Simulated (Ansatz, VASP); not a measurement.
# MoS2: VASP beside Ansatz

File INCAR:

```
ALGO = Normal
EDIFF = 1E-6
ENCUT = 520
GGA = PS
ISIF = 2
ISMEAR = -1
LASPH = True
LCHARG = True
LELF = True
LREAL = False
LVHAR = True
LWAVE = False
NBANDS = 20
NELM = 100
PREC = Accurate
SIGMA = 0.02
```

File KPOINTS:

```
k-points
0
Gamma
  6 6 6
```

POSCAR

```
MoS2
1.0
    0.0000000000      2.9323968606      2.9323968606
    2.9323968606      0.0000000000      2.9323968606
    2.9323968606      2.9323968606      0.0000000000
Mo S
1 2
Direct
    0.0000000000      0.0000000000      0.0000000000
    0.2500000000      0.2500000000      0.2500000000
    0.7500000000      0.7500000000      0.7500000000
```

Input for Ansatz:

```yaml
crystal:
  lattice:
    - [0.0, 2.9323968606, 2.9323968606]
    - [2.9323968606, 0.0, 2.9323968606]
    - [2.9323968606, 2.9323968606, 0.0]
  atoms:
    - { symbol: Mo, position: [0.0, 0.0, 0.0] }
    - { symbol: S, position: [0.25, 0.25, 0.25] }
    - { symbol: S, position: [0.75, 0.75, 0.75] }
kpoints:
  mp_grid: { grid: [6, 6, 6] }
hamiltonian:
  xc: pbesol
scf:
  occupations: { method: fermi_dirac, width: 0.02 }
  n_extra_bands: 4
output:
  forces: true
  stress: true
  eigenvalues: true
basis:
  ecutwfc: 600
```

Alike in both runs: task single point; functional PBEsol; k mesh 6 × 6 × 6; occupations fermi-dirac, width 0.02 eV; no spin polarisation.

|  | VASP | Ansatz |
| --- | --- | --- |
| version | VASP 6.6.1 | Ansatz 0.2.0 |
| potentials or method | VASP PAW PBE potentials, release 64 (Mo_sv, S), cutoff 520 eV | plane waves |
| valence electrons in the cell | 26 | 26 |

|  | VASP | Ansatz | Ansatz less VASP |
| --- | --- | --- | --- |
| pressure (GPa) | -4.5 | -4.6 | -0.13 |

VASP's potentials were made for PBE, not for PBEsol.
